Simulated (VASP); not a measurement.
# VSi26C27 (a cell with a defect) in VASP: notebook, part 2 of 3

VASP 6.6.1. Earlier steps stand in the parts before.

### Step 3. Electric field gradients, PBE

INCAR reads:

```
SYSTEM = VSi26C27
PREC = Accurate
ENCUT = 520
EDIFF = 1E-8
ISMEAR = -1
SIGMA = 0.01
LREAL = Auto
LASPH = .True.
NELM = 60
ALGO = Normal
ISIF = 2
LWAVE = .False.
LCHARG = .False.
GGA = PE
LEFG = .True.
NELECT = 224.0
NBANDS = 146
LUSENCCL = .False.
```

KPOINTS reads:

```
regular mesh
0
Gamma
  4 4 4
  0 0 0
```

POSCAR reads:

```
VSi26C27
1.0
    0.0000000000      6.5309898714      6.5309898714
    6.5309898714      0.0000000000      6.5309898714
    6.5309898714      6.5309898714      0.0000000000
V Si C
1 26 27
Direct
    0.2500000000      0.2500000000      0.2500000000
    0.2500000000      0.2500000000      0.5833333333
    0.2500000000      0.2500000000      0.9166666667
    0.2500000000      0.5833333333      0.2500000000
    0.2500000000      0.5833333333      0.5833333333
    0.2500000000      0.5833333333      0.9166666667
    0.2500000000      0.9166666667      0.2500000000
    0.2500000000      0.9166666667      0.5833333333
    0.2500000000      0.9166666667      0.9166666667
    0.5833333333      0.2500000000      0.2500000000
    0.5833333333      0.2500000000      0.5833333333
    0.5833333333      0.2500000000      0.9166666667
    0.5833333333      0.5833333333      0.2500000000
    0.5833333333      0.5833333333      0.5833333333
    0.5833333333      0.5833333333      0.9166666667
    0.5833333333      0.9166666667      0.2500000000
    0.5833333333      0.9166666667      0.5833333333
    0.5833333333      0.9166666667      0.9166666667
    0.9166666667      0.2500000000      0.2500000000
    0.9166666667      0.2500000000      0.5833333333
    0.9166666667      0.2500000000      0.9166666667
    0.9166666667      0.5833333333      0.2500000000
    0.9166666667      0.5833333333      0.5833333333
    0.9166666667      0.5833333333      0.9166666667
    0.9166666667      0.9166666667      0.2500000000
    0.9166666667      0.9166666667      0.5833333333
    0.9166666667      0.9166666667      0.9166666667
    0.0000000000      0.0000000000      0.0000000000
    0.0000000000      0.0000000000      0.3333333333
    0.0000000000      0.0000000000      0.6666666667
    0.0000000000      0.3333333333      0.0000000000
    0.0000000000      0.3333333333      0.3333333333
    0.0000000000      0.3333333333      0.6666666667
    0.0000000000      0.6666666667      0.0000000000
    0.0000000000      0.6666666667      0.3333333333
    0.0000000000      0.6666666667      0.6666666667
    0.3333333333      0.0000000000      0.0000000000
    0.3333333333      0.0000000000      0.3333333333
    0.3333333333      0.0000000000      0.6666666667
    0.3333333333      0.3333333333      0.0000000000
    0.3333333333      0.3333333333      0.3333333333
    0.3333333333      0.3333333333      0.6666666667
    0.3333333333      0.6666666667      0.0000000000
    0.3333333333      0.6666666667      0.3333333333
    0.3333333333      0.6666666667      0.6666666667
    0.6666666667      0.0000000000      0.0000000000
    0.6666666667      0.0000000000      0.3333333333
    0.6666666667      0.0000000000      0.6666666667
    0.6666666667      0.3333333333      0.0000000000
    0.6666666667      0.3333333333      0.3333333333
    0.6666666667      0.3333333333      0.6666666667
    0.6666666667      0.6666666667      0.0000000000
    0.6666666667      0.6666666667      0.3333333333
    0.6666666667      0.6666666667      0.6666666667
```

Potentials or basis: VASP PAW PBE potentials, release 64 (V_sv, Si, C).

Launch:

```bash
cat potpaw_PBE.64/V_sv/POTCAR potpaw_PBE.64/Si/POTCAR potpaw_PBE.64/C/POTCAR > POTCAR
mpirun -np 1 vasp_std > vasp.out
```

OUTCAR:

```text
SYSTEM = VSi26C27
   PREC = Accurate
   ENCUT = 520
   EDIFF = 1E-8
   ISMEAR = -1
   LREAL = Auto
   LASPH = .True.
   NELM = 60
   ISIF = 2
   GGA = PE
   NELECT = 224.0

 ion  position               nearest neighbor table
   1  0.250  0.250  0.250-  41 1.89  38 1.89  40 1.89  32 1.89
   2  0.250  0.250  0.583-  42 1.89  39 1.89  41 1.89  33 1.89  11 3.08  17 3.08  20 3.08  23 3.08
                             4 3.08   5 3.08   8 3.08  10 3.08  21 3.08   9 3.08   3 3.08
   3  0.250  0.250  0.917-  40 1.89  37 1.89  31 1.89  42 1.89  18 3.08  19 3.08  21 3.08  24 3.08
                             6 3.08   7 3.08   9 3.08  12 3.08  11 3.08   5 3.08   2 3.08
   4  0.250  0.583  0.250-  44 1.89  41 1.89  43 1.89  35 1.89  13 3.08  15 3.08  22 3.08  23 3.08
                             2 3.08   5 3.08   6 3.08  10 3.08   9 3.08  25 3.08   7 3.08
   5  0.250  0.583  0.583-  36 1.89  42 1.89  44 1.89  45 1.89  14 3.08  23 3.08   2 3.08   4 3.08
                            11 3.08  13 3.08   3 3.08   7 3.08  24 3.08  26 3.08   6 3.08   8 3.08
   6  0.250  0.583  0.917-  43 1.89  40 1.89  34 1.89  45 1.89  22 3.08  24 3.08   3 3.08   4 3.08
                            12 3.08  15 3.08  14 3.08  27 3.08   8 3.08   9 3.08   5 3.08
   7  0.250  0.917  0.250-  38 1.89  37 1.89  29 1.89  44 1.89  18 3.08  19 3.08  25 3.08  26 3.08
                             3 3.08   8 3.08   9 3.08  16 3.08  13 3.08   5 3.08   4 3.08
   8  0.250  0.917  0.583-  39 1.89  38 1.89  30 1.89  45 1.89  20 3.08  26 3.08   2 3.08   7 3.08
                            16 3.08  17 3.08  14 3.08  27 3.08   5 3.08   9 3.08   6 3.08
   9  0.250  0.917  0.917-  37 1.89  28 1.89  39 1.89  43 1.89  25 3.08  27 3.08   3 3.08   7 3.08
                            18 3.08  21 3.08   4 3.08   2 3.08  15 3.08  17 3.08   6 3.08   8 3.08
[... 61 lines left out ...]
  53  0.667  0.667  0.333-  14 1.89  16 1.89  22 1.89  13 1.89
  54  0.667  0.667  0.667-  15 1.89  17 1.89  23 1.89  14 1.89

  LATTYP: Found a face centered cubic cell.
 ALAT       =    13.0619797428

  Lattice vectors:

 A1 = (   0.0000000000,   6.5309898714,   6.5309898714)
 A2 = (   6.5309898714,   0.0000000000,   6.5309898714)
 A3 = (   6.5309898714,   6.5309898714,   0.0000000000)
[... 1304 lines left out ...]

 POSITION                                       TOTAL-FORCE (eV/Angst)
 -----------------------------------------------------------------------------------
      3.26549      3.26549      3.26549         0.000000      0.000000      0.000000
      5.44249      5.44249      3.26549         0.299898      0.299898     -0.645383
      7.61949      7.61949      3.26549        -0.299898     -0.299898     -0.645383
      5.44249      3.26549      5.44249         0.299898     -0.645383      0.299898
      7.61949      5.44249      5.44249         0.125574     -0.125574     -0.125574
      9.79648      7.61949      5.44249         0.645383     -0.299898      0.299898
[... 46 lines left out ...]
      6.53099      6.53099      8.70799         0.000000      0.000000     -0.182539
      8.70799      8.70799      8.70799        -0.051604     -0.051604     -0.051604
 -----------------------------------------------------------------------------------
    total drift:                                0.000003      0.000003      0.000003

  FREE ENERGIE OF THE ION-ELECTRON SYSTEM (eV)
  ---------------------------------------------------
  free  energy   TOTEN  =      -416.9806951176 eV

  energy  without entropy=     -416.9806951176  energy(sigma->0) =     -416.98069512

 Electric field gradients (V/A^2)
---------------------------------------------------------------------
 ion       V_xx      V_yy      V_zz      V_xy      V_xz      V_yz
---------------------------------------------------------------------
   1       0.000    -0.000    -0.000     0.000     0.000     0.000
   2       0.691     0.691    -1.383     8.224    -5.665    -5.665
   3       0.691     0.691    -1.383     8.224     5.666     5.666
   4       0.691    -1.383     0.691    -5.665     8.224    -5.665
   5       0.000    -0.000    -0.000     0.921     0.921    -0.921
   6      -1.383     0.691     0.691    -5.666     5.666    -8.225
[... 46 lines left out ...]
  53       0.923     0.923    -1.847    -3.942     0.000     0.000
  54      -0.000    -0.000    -0.000     0.029     0.029     0.029
---------------------------------------------------------------------

 Electric field gradients after diagonalization (V/A^2)
 (convention: |V_zz| > |V_xx| > |V_yy|)
----------------------------------------------------------------------
 ion       V_xx      V_yy      V_zz     asymmetry (V_yy - V_xx)/ V_zz
----------------------------------------------------------------------
   1      -0.000    -0.000     0.001       0.000
   2      -7.533    -5.758    13.290       0.134
   3      -7.533    -5.759    13.291       0.133
   4      -7.533    -5.758    13.290       0.134
   5       0.921     0.921    -1.843       0.000
   6      -7.534    -5.758    13.292       0.134
[... 46 lines left out ...]
  53      -3.018    -1.847     4.865       0.241
  54      -0.029    -0.029     0.057       0.000
----------------------------------------------------------------------

           NMR quadrupolar parameters

 Cq : quadrupolar parameter    Cq=e*Q*V_zz/h
 eta: asymmetry parameters     (V_yy - V_xx)/ V_zz
 Q  : nuclear electric quadrupole moment in mb (millibarn)
----------------------------------------------------------------------
 ion       Cq(MHz)       eta       Q (mb)
----------------------------------------------------------------------
   1       0.000       0.000       1.000
   2       0.032       0.134       1.000
   3       0.032       0.133       1.000
   4       0.032       0.134       1.000
   5      -0.004       0.000       1.000
   6       0.032       0.134       1.000
[... 46 lines left out ...]
  53       0.012       0.241       1.000
  54       0.000       0.000       1.000
----------------------------------------------------------------------
```

OSZICAR:

```text
N       E                     dE             d eps       ncg     rms          rms(c)
DAV:   1     0.855468957535E+03    0.85547E+03   -0.10490E+05  2448   0.141E+03
DAV:   2    -0.378025854817E+03   -0.12335E+04   -0.11629E+04  2864   0.258E+02
DAV:   3    -0.470515303823E+03   -0.92489E+02   -0.91257E+02  2808   0.706E+01
[... 15 lines left out ...]
DAV:  19    -0.416980696403E+03    0.41561E-05   -0.40850E-06  3024   0.835E-03    0.256E-02
DAV:  20    -0.416980695357E+03    0.10468E-05   -0.40806E-06  2768   0.971E-03    0.429E-03
DAV:  21    -0.416980695109E+03    0.24740E-06   -0.58359E-07  2752   0.258E-03    0.257E-03
DAV:  22    -0.416980695112E+03   -0.26687E-08   -0.18069E-07  2696   0.103E-03    0.168E-03
DAV:  23    -0.416980695118E+03   -0.56987E-08   -0.48454E-09  1504   0.300E-04
   1 F= -.41698070E+03 E0= -.41698070E+03  d E =0.000000E+00
```

stdout:

```text
Offloading initialized ...    1 GPUs detected
 POSCAR found type information on POSCAR V SiC
 POSCAR found :  3 types and      54 ions
 scaLAPACK will be used selectively (only on CPU)
 LDA part: xc-table for (Slater+PW92), standard interpolation
 POSCAR, INCAR and KPOINTS ok, starting setup
 FFT: planning ... GRIDC
 FFT: planning ... GRID_SOFT
 FFT: planning ... GRID
 WAVECAR not read
 entering main loop
 the old and the new charge density differ
 old charge density:   225.00000 new  224.00000
    0.561E+01
ion   1

ion   2

ion   3

ion   4
     0.0000353     0.2885424     0.2885424    -0.0263771    -0.3686801    -0.0456865
     0.0000487     0.2885424     0.2885424    -0.0263771    -0.3686801    -0.0456865
     0.0000670     0.2885424     0.2885424    -0.0263771    -0.3686801    -0.0456865
     0.0000923     0.2885424     0.2885424    -0.0263771    -0.3686801    -0.0456865
[... 145 lines left out ...]
ion  34
     0.0000266     0.4029632     0.4029632    -0.0669661     0.5170400    -0.1159887
     0.0000367     0.4029632     0.4029632    -0.0669661     0.5170400    -0.1159887
     0.0000505     0.4029632     0.4029632    -0.0669661     0.5170400    -0.1159887
     0.0000695     0.4029632     0.4029632    -0.0669661     0.5170400    -0.1159887

     0.0000266     0.6900971
```

It took 3.1 min on 1 × NVIDIA H100 80GB with 1 thread of AMD EPYC 7R13 (Zen 3), shared host; peak memory 1.8 GiB.

Results:

```
Free energy                             : -416.9807 eV
Largest force                           : 0.772 eV/Å
Largest electric field gradient by atom : V +0.0; Si +13.3, -1.8, -1.6, -1.2 (each value once); C -0.0, -1.6, -6.7, +0.1, +4.9 (each value once) V/Å²
```

Forces in eV/Å, atoms in the order of the input:
```
V    0.000  0.000  0.000
Si   0.300  0.300 -0.645
Si  -0.300 -0.300 -0.645
Si   0.300 -0.645  0.300
Si   0.126 -0.126 -0.126
Si   0.645 -0.300  0.300
Si  -0.300 -0.645 -0.300
Si   0.645  0.300 -0.300
Si   0.069 -0.069 -0.069
Si  -0.645  0.300  0.300
Si  -0.126  0.126 -0.126
Si  -0.300  0.645  0.300
Si  -0.126 -0.126  0.126
Si   0.126  0.126  0.126
Si   0.000  0.000  0.145
Si  -0.300  0.300  0.645
Si   0.000  0.145  0.000
Si  -0.145  0.000  0.000
Si  -0.645 -0.300 -0.300
Si   0.300  0.645 -0.300
Si  -0.069  0.069 -0.069
Si   0.300 -0.300  0.645
Si   0.145  0.000  0.000
Si   0.000 -0.145  0.000
Si  -0.069 -0.069  0.069
Si   0.000  0.000 -0.145
Si   0.069  0.069  0.069
C    0.000  0.000  0.000
C    0.098  0.098  0.121
C   -0.098 -0.098  0.121
C    0.098  0.121  0.098
C    0.439 -0.439 -0.439
C   -0.121 -0.098  0.098
C   -0.098  0.121 -0.098
C   -0.121  0.098 -0.098
C   -0.052  0.052  0.052
C    0.121  0.098  0.098
C   -0.439  0.439 -0.439
C   -0.098 -0.121  0.098
C   -0.439 -0.439  0.439
C    0.439  0.439  0.439
C    0.000  0.000  0.183
C   -0.098  0.098 -0.121
C    0.000  0.183  0.000
C   -0.183  0.000  0.000
C    0.121 -0.098 -0.098
C    0.098 -0.121 -0.098
C    0.052 -0.052  0.052
C    0.098 -0.098 -0.121
C    0.183  0.000  0.000
C    0.000 -0.183  0.000
C    0.052  0.052 -0.052
C    0.000  0.000 -0.183
C   -0.052 -0.052 -0.052
```

Electric field gradients, principal values (V/Å²):
```tsv
atom	least	middle	greatest (by size)
1 V	0.000	0.000	0.001
2 Si	-5.758	-7.533	13.290
3 Si	-5.759	-7.533	13.291
4 Si	-5.758	-7.533	13.290
5 Si	0.921	0.921	-1.843
6 Si	-5.758	-7.534	13.292
7 Si	-5.759	-7.533	13.291
8 Si	-5.758	-7.534	13.292
9 Si	0.781	0.781	-1.562
10 Si	-5.758	-7.533	13.290
11 Si	0.921	0.921	-1.843
12 Si	-5.758	-7.534	13.292
13 Si	0.921	0.921	-1.843
14 Si	0.921	0.921	-1.843
15 Si	0.420	0.760	-1.180
16 Si	-5.758	-7.534	13.292
17 Si	0.420	0.760	-1.180
18 Si	0.420	0.760	-1.180
19 Si	-5.759	-7.533	13.291
20 Si	-5.758	-7.534	13.292
21 Si	0.781	0.781	-1.562
22 Si	-5.758	-7.534	13.292
23 Si	0.420	0.760	-1.180
24 Si	0.420	0.760	-1.180
25 Si	0.781	0.781	-1.562
26 Si	0.420	0.760	-1.180
27 Si	0.781	0.781	-1.562
28 C	-0.001	-0.001	0.001
29 C	0.504	1.057	-1.562
30 C	0.504	1.057	-1.561
31 C	0.504	1.057	-1.562
32 C	3.341	3.341	-6.682
33 C	0.504	1.058	-1.562
34 C	0.504	1.057	-1.561
35 C	0.504	1.058	-1.562
36 C	-0.028	-0.028	0.056
37 C	0.504	1.057	-1.562
38 C	3.341	3.341	-6.682
39 C	0.504	1.058	-1.562
40 C	3.341	3.341	-6.682
41 C	3.341	3.341	-6.681
42 C	-1.847	-3.019	4.866
43 C	0.504	1.058	-1.562
44 C	-1.847	-3.019	4.866
45 C	-1.847	-3.018	4.865
46 C	0.504	1.057	-1.561
47 C	0.504	1.058	-1.562
48 C	-0.028	-0.028	0.056
49 C	0.504	1.058	-1.562
50 C	-1.847	-3.019	4.866
51 C	-1.847	-3.018	4.865
52 C	-0.028	-0.028	0.056
53 C	-1.847	-3.018	4.865
54 C	-0.029	-0.029	0.057
```

Caveat: the cell carries a net charge on a neutralising background, which shifts energy and pressure; without QUAD_EFG the Cq values of the log hold for a quadrupole moment of 1 mb, not for the nuclei.

[end of part 2 of 3]
